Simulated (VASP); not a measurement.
Set up this calculation in VASP 6.6.1, as the native input.

```
Task                   : single point
Functional             : PBE
Potentials or basis    : VASP PAW PBE potentials, release 64 (Al, Cl)
Cutoff                 : 520 eV
k mesh                 : 8 × 8 × 8
Occupations            : gaussian, width 0.1 eV
Spin                   : no spin polarisation
Dipole correction      : no
Further INCAR settings : ALGO = Normal; EDIFF = 1e-07; NBANDS = 20
```

The structure of Al5Cl lies in POSCAR:

```
Al5Cl
1.0
    0.0000000000      3.8774738912      3.8774738912
    3.8774738912      0.0000000000      3.8774738912
    3.8774738912      3.8774738912      0.0000000000
Al Cl
5 1
Direct
    0.3751013613      0.3751013613      0.8746959160
    0.3751013613      0.8746959160      0.3751013613
    0.8746959160      0.3751013613      0.3751013613
    0.3751013613      0.3751013613      0.3751013613
    0.7500000000      0.7500000000      0.7500000000
    0.0000000000      0.0000000000      0.0000000000
```

One way to write it, as run:

INCAR

```
SYSTEM = Al5Cl
PREC = Accurate
ENCUT = 520
EDIFF = 1E-7
ISMEAR = 0
SIGMA = 0.1
LREAL = .False.
LASPH = .True.
NELM = 80
ALGO = Normal
ISIF = 2
LWAVE = .False.
LCHARG = .False.
GGA = PE
NBANDS = 20
```

KPOINTS

```
Automatic mesh
0
Gamma
  8 8 8
  0 0 0
```

Potentials or basis: VASP PAW PBE potentials, release 64 (Al, Cl).

Command:

```sh
$ cat potpaw_PBE.64/Al/POTCAR potpaw_PBE.64/Cl/POTCAR > POTCAR
$ mpirun -np 1 vasp_std > vasp.out
```

It gave:

| Quantity | Value |
| --- | --- |
| Pressure | -0.1 GPa |
| Largest force | 0.008 eV/Å |
| Band gap on the k mesh | zero (band 11 reaches 7.66 eV, above the bottom of band 12 at 4.49 eV) |

Wall time 44 s on 1 thread of Intel(R) Xeon(R) 6975P-C (Granite Rapids), on a shared host, peak memory 0.26 GiB.
